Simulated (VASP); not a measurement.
# IrRu2 in VASP: further runs

IrRu2 is run at these levels: PBE; tasks: single point.

Program: VASP 6.6.1. These are calculated values, not measurements. Logs are shortened: lines on timing, memory, paths and dates and some standing lists are left out, and cuts for length are marked.

## Step 1: The cell of the first run

The structure is trigonal, space group P-3m1 (No. 164). The conventional cell has a = 2.706 Å, b = 2.706 Å, c = 6.642 Å, α = 90.00°, β = 90.00°, γ = 120.00°. Within 3.5 Å of Ru (site symmetry 3m) lie 9 Ru at 2.66 to 2.71 Å and 3 Ir at 2.74 Å. Ir (site symmetry -3m) has 6 Ir at 2.71 Å and 6 Ru at 2.74 Å within 3.6 Å.

## Step 2: Single point, PBE

The input, INCAR:

```
PREC = Accurate ; ENCUT = 520
EDIFF = 1E-6 ; ISMEAR = 0
SIGMA = 0.1 ; LREAL = F
LASPH = T ; NELM = 80
ALGO = Fast ; ISIF = 2
LWAVE = F ; LCHARG = T
GGA = PE ; LELF = T
LVHAR = T ; NBANDS = 26
```

The input, KPOINTS:

```
Automatic mesh
0
Gamma
  18 18 8
```

The input, POSCAR:

```
IrRu2
1.0
    2.7059791831      0.0000000000      0.0000000000
   -1.3529895915      2.3434467147      0.0000000000
    0.0000000000      0.0000000000      6.6416356000
Ru Ir
2 1
Direct
    0.3333333333      0.6666666667      0.6616800000
    0.6666666667      0.3333333333      0.3383200000
    0.0000000000      0.0000000000      0.0000000000
```

Potentials or basis: VASP PAW PBE potentials, release 64 (Ru_pv, Ir).

Run with:

```bash
> cat potpaw_PBE.64/Ru_pv/POTCAR potpaw_PBE.64/Ir/POTCAR > POTCAR
> mpirun -np 1 vasp_std > vasp.out
```

OUTCAR:

```text
PREC = Accurate
   ENCUT = 520
   EDIFF = 1E-6
   ISMEAR = 0
   LREAL = F
   LASPH = T
   NELM = 80
   ISIF = 2
   GGA = PE

 ion  position               nearest neighbor table
   1  0.333  0.667  0.662-   2 2.66   2 2.66   2 2.66   3 2.74   3 2.74   3 2.74
   2  0.667  0.333  0.338-   1 2.66   1 2.66   1 2.66   3 2.74   3 2.74   3 2.74
   3  0.000  0.000  0.000-   1 2.74   2 2.74   1 2.74   2 2.74   2 2.74   1 2.74

  LATTYP: Found a hexagonal cell.
 ALAT       =     2.7059791831
 C/A-ratio  =     2.4544296724

  Lattice vectors:

 A1 = (   2.7059791831,   0.0000000000,   0.0000000000)
 A2 = (  -1.3529895915,   2.3434467147,   0.0000000000)
 A3 = (   0.0000000000,   0.0000000000,   6.6416356000)

Analysis of symmetry for initial positions (statically):
=====================================================================
 Subroutine PRICEL returns:
 Original cell was already a primitive cell.

 Routine SETGRP: Setting up the symmetry group for a
 hexagonal supercell.

 Subroutine GETGRP returns: Found 12 space group operations
 (whereof 12 operations were pure point group operations)
 out of a pool of 24 trial point group operations.

The static configuration has the point symmetry D_3d.

Analysis of symmetry for dynamics (positions and initial velocities):
=====================================================================
 Subroutine PRICEL returns:
 Original cell was already a primitive cell.

 Routine SETGRP: Setting up the symmetry group for a
 hexagonal supercell.

 Subroutine GETGRP returns: Found 12 space group operations
 (whereof 12 operations were pure point group operations)
 out of a pool of 24 trial point group operations.

The dynamic configuration has the point symmetry D_3d.

 Subroutine INISYM returns: Found 12 space group operations
 (whereof 12 operations are pure point group operations),
 and found     1 'primitive' translations

----------------------------------------------------------------------------------------

                                     Primitive cell

  volume of cell :      42.1167

  direct lattice vectors                    reciprocal lattice vectors
[... 71 lines left out ...]
   k-points           NKPTS =    266   k-points in BZ     NKDIM =    266   number of bands    NBANDS=     26
   number of dos      NEDOS =    301   number of ions     NIONS =      3
   total plane-waves  NPLWV =  20000
   dimension x,y,z NGX =    20 NGY =   20 NGZ =   50
   dimension x,y,z NGXF=    40 NGYF=   40 NGZF=  100
   ions per type =               2   1
   NGX,Y,Z   is equivalent  to a cutoff of  12.29, 12.29, 12.52 a.u.
   NGXF,Y,Z  is equivalent  to a cutoff of  24.57, 24.57, 25.03 a.u.
 SYSTEM =  unknown system
   PREC   = accura    normal or accurate (medium, high low for compatibility)
   ISTART =      0    job   : 0-new  1-cont  2-samecut
   ICHARG =      2    charge: 1-file 2-atom 10-const
   ISPIN  =      1    spin polarized calculation?
   LNONCOLLINEAR =      F non collinear calculations
   LSORBIT =      F    spin-orbit coupling
   LASPH  =      T    aspherical Exc in radial PAW
   ENCUT  =  520.0 eV  38.22 Ry    6.18 a.u.   5.03  5.03 12.35*2*pi/ulx,y,z
   NELM   =     80;   NELMIN=  2; NELMDL= -5     # of ELM steps
   EDIFF  = 0.1E-05   stopping-criterion for ELM
   LREAL  =      F    real-space projection
[... 7 lines left out ...]
   TEBEG  =    0.0;   TEEND  =   0.0 temperature during run
   PSTRESS=    0.0 pullay stress
   NELECT =      37.0000    total number of electrons
   NUPDOWN=      -1.0000    fix difference up-down
   EMIN   =  10.00;   EMAX   =-10.00  energy-range for DOS
   EFERMI =   0.00;   METHOD = LEGACY
   ISMEAR =     0;   SIGMA  =   0.10  broadening in eV -4-tet -1-fermi 0-gaus
   EFERMI_NEDOS =   21; number of points for ismear=-14 and -15
   IALGO  =     68    algorithm
   IMIX   =      4    mixing-type and parameters
     AMIX     =   0.40;   BMIX     =  1.00
     AMIX_MAG =   1.60;   BMIX_MAG =  1.00
  volume/ion in A,a.u.               =      14.04        94.74
  Fermi-wavevector in a.u.,A,eV,Ry     =   1.567920  2.962939 33.448194  2.458373
  Thomas-Fermi vector in A             =   2.670028
   LORBIT       =      0    0 simple, 1 ext, 2 COOP (PROOUT), +10 PAW based schemes
   GGA     = PE    functional components
   LHFCALC =     F    Hartree Fock is set to
   AEXX    =    0.0000 exact exchange contribution
   IVDW    =     0    specifies the selected vdW correction
   LEPSILON=     F    determine dielectric tensor
   LRPA    =     F    only Hartree local field effects (RPA)
 non-spin polarized calculation
 RMM-DIIS sequential band-by-band and
 Gauss-broadening in eV      SIGMA  =   0.10
  energy-cutoff  :      520.00
  volume of cell :       42.12
 maximum number of plane-waves:      1154
   NGX =  9   NGY =  9   NGZ = 25

 number of electron      37.0000004 magnetization

 Free energy of the ion-electron system (eV)
  ---------------------------------------------------
  ext. energy  EPLUGINS =         0.00000000
  ---------------------------------------------------
  free energy    TOTEN  =       -27.26400649 eV

  energy without entropy =      -27.24836446  energy(sigma->0) =      -27.25618547

 E-fermi :  11.5762     XC(G=0): -13.9543

 val. band max:       11.5759157396   @ k =   0.2778   0.0556   0.2500
 cond. band min:      11.5805618418   @ k =   0.1667   0.1667   0.5000
 fundamental gap:      0.0046461022
 Fermi energy:        11.5761960642

 k-point     1 :       0.0000    0.0000    0.0000
  band No.  band energies     occupation
      1     -31.7527      2.00000
      2     -31.1862      2.00000
      3     -31.0611      2.00000
      4     -31.0611      2.00000
      5     -30.9782      2.00000
      6     -30.9782      2.00000
[... 685 lines left out ...]
     25      19.6815      0.00000
     26      22.3584      0.00000

 [... further k-points ...]
[... 5 lines left out ...]
  --------------------------------------------------------------------------------------
  -------------------------------------------------------------------------------------
  Total        0.0201652      0.0201652      0.0111614      0.0000000      0.0000000      0.0000000
  in kB        0.7671107      0.7671107      0.4245951      0.0000000      0.0000000      0.0000000
  external PRESSURE =       0.6529388 kB  Pullay stress =       0.0000000 kB

 VOLUME and BASIS-vectors are now :
 -----------------------------------------------------------------------------
  energy-cutoff  :      520.00
  volume of cell :       42.12
      direct lattice vectors                 reciprocal lattice vectors
     2.705979183  0.000000000  0.000000000     0.369551993  0.213360943  0.000000000
    -1.352989592  2.343446715  0.000000000     0.000000000  0.426721885  0.000000000
     0.000000000  0.000000000  6.641635600     0.000000000  0.000000000  0.150565322

 POSITION                                       TOTAL-FORCE (eV/Angst)
 -----------------------------------------------------------------------------------
     -0.00000      1.56230      4.39464        -0.000000     -0.000000     -0.021515
      1.35299      0.78115      2.24700        -0.000000      0.000000      0.021515
      0.00000      0.00000      0.00000         0.000000      0.000000      0.000000
 -----------------------------------------------------------------------------------
    total drift:                               -0.000000      0.000000     -0.000000

  FREE ENERGIE OF THE ION-ELECTRON SYSTEM (eV)
  ---------------------------------------------------
  free  energy   TOTEN  =       -27.2640064866 eV

  energy  without entropy=      -27.2483644583  energy(sigma->0) =      -27.25618547
```

stdout:

```text
POSCAR found type information on POSCAR RuIr
 POSCAR found :  2 types and       3 ions
 scaLAPACK will be used
 LDA part: xc-table for (Slater+PW92), standard interpolation
 POSCAR, INCAR and KPOINTS ok, starting setup
 FFT: planning ... GRIDC
 FFT: planning ... GRID_SOFT
 FFT: planning ... GRID
 WAVECAR not read
 entering main loop
```

Wall time 5.4 min (1 thread of Intel Xeon 8259CL, shared host); peak memory 0.37 GiB.

What came out:

```yaml
Free_energy: -27.2640 eV
Pressure: 0.1 GPa
Largest_force: 0.022 eV/Å
Band_gap_on_the_k_mesh: zero (an odd number of electrons rules out a gap without spin polarisation)
```

Forces in eV/Å, atoms in the order of the input:
```
Ru   0.000  0.000 -0.022
Ru   0.000  0.000  0.022
Ir   0.000  0.000  0.000
```

Levels at points of the mesh, in eV from the Fermi level:
```tsv
k point	band 15	band 16	band 17	band 18	band 19	band 20	band 21	band 22
(0.00, 0.00, 0.00)	-2.45	-2.45	-2.27	-1.92	-0.44	-0.44	0.23	0.23
(0.50, 0.00, 0.00)	-2.11	-2.00	1.32	1.49	1.59	1.96	1.98	2.83
(0.00, 0.00, 0.50)	-2.55	-2.28	-2.28	-0.77	-0.77	-0.40	-0.40	0.48
(0.50, 0.00, 0.50)	-1.17	-0.21	0.30	0.44	1.36	1.43	1.64	1.79
```

Caveat: spin-orbit coupling is left out, which moves the levels of the heavy elements.

## Step 3: Single point, PBE

This run uses another cell than the first one: it holds 6 atoms, not 3.

The input, INCAR:

```
SYSTEM = IrRu2
PREC     = Accurate       ! precision mode
ENCUT    = 520            ! plane-wave cutoff, eV
EDIFF    = 1E-6           ! SCF threshold, eV
ISMEAR   = 0              ! smearing method
SIGMA    = 0.2            ! smearing width, eV
LREAL    = .FALSE.        ! projectors in reciprocal space
LASPH    = .TRUE.         ! aspherical terms in the spheres
NELM     = 60             ! most SCF steps
ALGO     = Fast           ! electronic algorithm
ISIF     = 2              ! what is computed and relaxed
LWAVE    = .FALSE.        ! write WAVECAR
LCHARG   = .FALSE.        ! write CHGCAR
GGA      = PE             ! functional
NBANDS   = 46             ! bands
```

The input, KPOINTS:

```
Automatic mesh
0
G
  12 12 2
  0 0 0
```

The input, POSCAR:

```
IrRu2
1.0
    2.7078163446     -0.0000069641      0.0001316225
   -1.3539159629      2.3448153265     -0.0001053569
    0.0006394231     -0.0001888070     13.2749106915
Ru Ir
4 2
Direct
    0.3335279017      0.6665790949      0.3308619909
    0.3332256584      0.6668135267      0.8308720953
    0.6668512027      0.3333562668      0.1691192636
    0.6663006749      0.3333477846      0.6691639623
    0.0000722033      0.0001159975      0.0000124233
    0.0000223588     -0.0002126705      0.4999702647
```

Potentials or basis: VASP PAW PBE potentials, release 64 (Ru_pv, Ir).

Run with:

```bash
> cat potpaw_PBE.64/Ru_pv/POTCAR potpaw_PBE.64/Ir/POTCAR > POTCAR
> mpirun -np 1 vasp_std > vasp.out
```

Run time: 22 min. Hardware: 1 thread of Intel Xeon 8259CL, shared host; peak memory 0.53 GiB.

Results (log left out):

```yaml
Free_energy: -54.5559 eV
Pressure: 0.1 GPa
Largest_force: 0.018 eV/Å
Band_gap_on_the_k_mesh: zero (bands 37 and 38 overlap by 2.74 eV)
```

Forces in eV/Å, atoms in the order of the input:
```
Ru  -0.002  0.000 -0.016
Ru   0.001 -0.001 -0.015
Ru  -0.001  0.000  0.018
Ru   0.004  0.000  0.009
Ir   0.000 -0.001 -0.002
Ir  -0.002  0.002  0.006
```

Stress tensor (GPa, compression positive):
```
 0.06  0.00 -0.02
 0.00  0.10  0.00
-0.02  0.00  0.16
```

Levels at points of the mesh, in eV from the Fermi level:
```
           k point  band 32  band 33  band 34  band 35  band 36  band 37  band 38  band 39  band 40  band 41
(0.00, 0.00, 0.00)    -2.31    -2.30    -2.28    -1.93    -0.78    -0.78    -0.46    -0.46    -0.43    -0.43
(0.50, 0.00, 0.00)    -0.22     0.28     0.41     1.30     1.34     1.42     1.46     1.56     1.61     1.76
(0.50, 0.50, 0.00)    -0.22     0.28     0.41     1.30     1.34     1.42     1.46     1.56     1.61     1.76
(0.00, 0.50, 0.00)    -0.22     0.28     0.41     1.30     1.34     1.42     1.46     1.56     1.61     1.76
(0.00, 0.00, 0.50)    -2.36    -2.36    -2.36    -0.59    -0.59    -0.59    -0.59    -0.46    -0.46    -0.25
(0.50, 0.00, 0.50)    -0.85     0.54     0.54     1.06     1.06     1.36     1.36     1.58     1.59     1.83
(0.50, 0.50, 0.50)    -0.84     0.54     0.54     1.06     1.06     1.36     1.36     1.58     1.58     1.83
(0.00, 0.50, 0.50)    -0.84     0.54     0.54     1.06     1.06     1.36     1.36     1.59     1.59     1.83
```

Caveat: spin-orbit coupling is left out, which moves the levels of the heavy elements.
